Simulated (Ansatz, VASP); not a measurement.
Si in VASP and in Ansatz

```
Si
1.0
    -1.18102    1.18102    1.18102
     1.18102   -1.18102    1.18102
     1.18102    1.18102   -1.18102
Si
1
Cartesian
  0.0000 0.0000 0.0000
```

Change from the starting cell: volume scaled by 0.45, norm-conserving files.

Alike in both runs: task single point; functional PBE; k mesh 17 × 17 × 17; occupations fermi-dirac, width 0.05 eV; no spin polarisation.

```csv
,VASP,Ansatz
version,VASP 6.6.1,Ansatz 0.2.0
potentials or method,"VASP PAW PBE potentials, release 64 (Si)","norm-conserving pseudopotentials, scalar-relativistic"
plane-wave cutoff (eV),520,490
valence electrons in the cell,4,4
```

```csv
,VASP,Ansatz,Ansatz less VASP
pressure (GPa),388.5,388.5,+0.01
```

Both programs put the cell under a high pressure, so it lies far from rest at this level. The functional is the same, so the differences come from potentials, cutoffs and numerics.

Noted on VASP's run: the cell as given lies far from equilibrium.
